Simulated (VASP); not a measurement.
# Rh (Fm-3m) in VASP: settings compared, part 2 of 2

VASP 6.6.1.

## 3. Single point, HSE06

This run uses another cell than the first one, of 13.34 Å³/atom.

File POSCAR:

```
Rh
1.0
    0.0000000000      1.8825361013      1.8825361013
    1.8825361013      0.0000000000      1.8825361013
    1.8825361013      1.8825361013      0.0000000000
Rh
1
Direct
    0.0000000000      0.0000000000      0.0000000000
```

File INCAR.step1:

```
SYSTEM = Rh
ALGO     = Normal         ! electronic algorithm
EDIFF    = 1E-5           ! SCF threshold, eV
ENCUT    = 460            ! plane-wave cutoff, eV
GGA      = PE             ! functional
GGA_COMPAT= .False.      
ISIF     = 2              ! what is computed and relaxed
ISMEAR   = -1             ! smearing method
LASPH    = .True.         ! aspherical terms in the spheres
LCHARG   = .False.        ! write CHGCAR
LREAL    = .False.        ! projectors in reciprocal space
LWAVE    = .True.         ! write WAVECAR
NBANDS   = 14             ! bands
NELM     = 120            ! most SCF steps
PREC     = Accurate       ! precision mode
SIGMA    = 0.1            ! smearing width, eV
```

File INCAR.step2:

```
SYSTEM = Rh
ALGO     = Normal         ! electronic algorithm
EDIFF    = 1E-6           ! SCF threshold, eV
ENCUT    = 460            ! plane-wave cutoff, eV
GGA      = PE             ! functional
GGA_COMPAT= .False.      
HFSCREEN = 0.2079         ! screening, 1/A
ISIF     = 2              ! what is computed and relaxed
ISMEAR   = -1             ! smearing method
ISTART   = 1            
LASPH    = .True.         ! aspherical terms in the spheres
LCHARG   = .False.        ! write CHGCAR
LHFCALC  = .True.         ! exact exchange
LREAL    = .False.        ! projectors in reciprocal space
LWAVE    = .False.        ! write WAVECAR
NBANDS   = 14             ! bands
NELM     = 120            ! most SCF steps
PREC     = Accurate       ! precision mode
PRECFOCK = Normal       
SIGMA    = 0.1            ! smearing width, eV
```

File KPOINTS:

```
k-points
0
Gamma
  6 6 6
  0 0 0
```

Potentials or basis: VASP PAW PBE potentials, release 64 (Rh_sv_GW).

Run with:

```console
$ cat potpaw_PBE.64/Rh_sv_GW/POTCAR > POTCAR
$ cp INCAR.step1 INCAR
$ mpirun -np 1 vasp_std > vasp.out
$ cp INCAR.step2 INCAR
$ mpirun -np 1 vasp_std > vasp.out
```

OUTCAR:

```text
SYSTEM = Rh
   EDIFF = 1E-6
   ENCUT = 460
   GGA = PE
   HFSCREEN = 0.2079
   ISIF = 2
   ISMEAR = -1
   ISTART = 1
   LASPH = .True.
   LHFCALC = .True.
   LREAL = .False.
   NELM = 120
   PREC = Accurate
   PRECFOCK = Normal

 ion  position               nearest neighbor table
   1  0.000  0.000  0.000-

  LATTYP: Found a face centered cubic cell.
 ALAT       =     3.7650722026

  Lattice vectors:

 A1 = (   0.0000000000,   1.8825361013,   1.8825361013)
 A2 = (   1.8825361013,   0.0000000000,   1.8825361013)
 A3 = (   1.8825361013,   1.8825361013,   0.0000000000)

Analysis of symmetry for initial positions (statically):
=====================================================================
 Subroutine PRICEL returns:
 Original cell was already a primitive cell.

 Routine SETGRP: Setting up the symmetry group for a
 face centered cubic supercell.

 Subroutine GETGRP returns: Found 48 space group operations
 (whereof 48 operations were pure point group operations)
 out of a pool of 48 trial point group operations.

The static configuration has the point symmetry O_h .

Analysis of symmetry for dynamics (positions and initial velocities):
=====================================================================
 Subroutine PRICEL returns:
 Original cell was already a primitive cell.

 Routine SETGRP: Setting up the symmetry group for a
 face centered cubic supercell.

 Subroutine GETGRP returns: Found 48 space group operations
 (whereof 48 operations were pure point group operations)
 out of a pool of 48 trial point group operations.

The dynamic configuration has the point symmetry O_h .

 Subroutine INISYM returns: Found 48 space group operations
 (whereof 48 operations are pure point group operations),
 and found     1 'primitive' translations

[... 116 lines left out ...]
   HFSCREEN=    0.2079 screening length (either q_TF or 0.3 A-1)
   HFSCREENC=   0.2079 screening length for correlation (either q_TF or 0.3 A-1)
   ENCUTFOCK=  -1.0 apply spherical cutoff to Coloumb kernel
   IVDW    =     0    specifies the selected vdW correction
   LEPSILON=     F    determine dielectric tensor
   LRPA    =     F    only Hartree local field effects (RPA)
 non-spin polarized calculation
  energy-cutoff  :      460.00
  volume of cell :       13.34
 maximum number of plane-waves:       310
 NGX is ok and might be reduce to    20
  NGX = 14; NGY = 14; NGZ = 14

 number of electron      16.9999997 magnetization

 Free energy of the ion-electron system (eV)
  ---------------------------------------------------
  ext. energy  EPLUGINS =         0.00000000
  ---------------------------------------------------
  free energy    TOTEN  =        -6.32537507 eV

  energy without entropy =       -6.27341291  energy(sigma->0) =       -6.29939399

 E-fermi :  10.7410     XC(G=0): -11.5936

 val. band max:       10.5932133771   @ k =   0.3333   0.3333   0.0000
 cond. band min:      10.7919135333   @ k =   0.3333   0.3333   0.0000
 fundamental gap:      0.1987001562
 Fermi energy:        10.7409597430

 k-point     1 :       0.0000    0.0000    0.0000
  band No.  band energies     occupation
      1     -72.5447      2.00000
      2     -38.4923      2.00000
      3     -38.4923      2.00000
      4     -38.4923      2.00000
      5       2.0225      2.00000
      6       7.1360      2.00000
      7       7.1360      2.00000
      8       7.1360      2.00000
      9       9.3412      2.00000
     10       9.3412      2.00000
     11      27.8441      0.00000
     12      33.5789      0.00000
     13      33.5789      0.00000
     14      33.5789      0.00000
[... 241 lines left out ...]
      1     -72.3462      2.00000
      2     -39.2626      2.00000
      3     -38.9904      2.00000
      4     -38.8567      2.00000
      5       4.2940      2.00000
      6       4.9694      2.00000
      7       8.2947      2.00000
      8       9.7979      1.99984
      9      12.3188      0.00000
     10      19.3911      0.00000
     11      24.0030      0.00000
     12      24.0080      0.00000
     13      25.2584      0.00000
     14      36.9569      0.00000

------------------------ aborting loop because EDIFF is reached ----------------------------------------

  FORCE on cell =-STRESS in cart. coord.  units (eV):
  Direction    XX          YY          ZZ          XY          YZ          ZX
  --------------------------------------------------------------------------------------
  -------------------------------------------------------------------------------------
  Total        0.1283286      0.1283286      0.1283286      0.0000000     -0.0000000      0.0000000
  in kB       15.4089862     15.4089862     15.4089862      0.0000000     -0.0000000      0.0000000
  external PRESSURE =      15.4089862 kB  Pullay stress =       0.0000000 kB

 VOLUME and BASIS-vectors are now :
 -----------------------------------------------------------------------------
  energy-cutoff  :      460.00
  volume of cell :       13.34
      direct lattice vectors                 reciprocal lattice vectors
     0.000000000  1.882536101  1.882536101    -0.265599156  0.265599156  0.265599156
     1.882536101  0.000000000  1.882536101     0.265599156 -0.265599156  0.265599156
     1.882536101  1.882536101  0.000000000     0.265599156  0.265599156 -0.265599156

 POSITION                                       TOTAL-FORCE (eV/Angst)
 -----------------------------------------------------------------------------------
      0.00000      0.00000      0.00000        -0.000000      0.000000     -0.000000
 -----------------------------------------------------------------------------------
    total drift:                               -0.000000      0.000000      0.000000

  FREE ENERGIE OF THE ION-ELECTRON SYSTEM (eV)
  ---------------------------------------------------
  free  energy   TOTEN  =        -6.3253750679 eV

  energy  without entropy=       -6.2734129134  energy(sigma->0) =       -6.29939399
```

OUTCAR.step1:

```text
SYSTEM = Rh
   EDIFF = 1E-5
   ENCUT = 460
   GGA = PE
   ISIF = 2
   ISMEAR = -1
   LASPH = .True.
[... 478 lines left out ...]
 -----------------------------------------------------------------------------------
      0.00000      0.00000      0.00000         0.000000     -0.000000      0.000000
 -----------------------------------------------------------------------------------
    total drift:                               -0.000000     -0.000000     -0.000000

  FREE ENERGIE OF THE ION-ELECTRON SYSTEM (eV)
  ---------------------------------------------------
  free  energy   TOTEN  =        -6.3186710597 eV

  energy  without entropy=       -6.2626874356  energy(sigma->0) =       -6.29067925
```

OSZICAR.step1:

```text
N       E                     dE             d eps       ncg     rms          rms(c)
DAV:   1     0.198710653814E+03    0.19871E+03   -0.97090E+03   498   0.140E+03
DAV:   2     0.133378848612E+01   -0.19738E+03   -0.18090E+03   472   0.575E+02
DAV:   3    -0.714168704072E+01   -0.84755E+01   -0.81148E+01   600   0.112E+02
DAV:   4    -0.735772984802E+01   -0.21604E+00   -0.21585E+00   538   0.206E+01
DAV:   5    -0.737371618208E+01   -0.15986E-01   -0.15985E-01   698   0.519E+00    0.609E+01
DAV:   6    -0.635848229007E+01    0.10152E+01   -0.20101E+00   702   0.323E+01    0.250E+01
DAV:   7    -0.632291201705E+01    0.35570E-01   -0.54650E-02   720   0.325E+00    0.834E+00
DAV:   8    -0.631868228189E+01    0.42297E-02   -0.11339E-02   562   0.279E+00    0.143E-01
DAV:   9    -0.631867445701E+01    0.78249E-05   -0.22242E-04   622   0.271E-01    0.592E-02
DAV:  10    -0.631867105972E+01    0.33973E-05   -0.10442E-05   372   0.570E-02
   1 F= -.63186711E+01 E0= -.62906792E+01  d E =-.559836E-01
```

Run time: 20 min. Hardware: 1 thread of AMD EPYC 7R43 (Zen 3), shared host; peak memory 0.2 GiB.

What came out:

- Free energy: -6.3254 eV
- Pressure: 1.5 GPa
- Band gap on the k mesh: zero (an odd number of electrons rules out a gap without spin polarisation)

Caveat: the k points lie up to 0.48 Å⁻¹ apart, too coarse for converged energies and pressures of a metal; the PAW data sets were made with another functional, which shifts forces and pressure a little.

The gap in the log of VASP goes by the Fermi energy; the results here count the filled bands.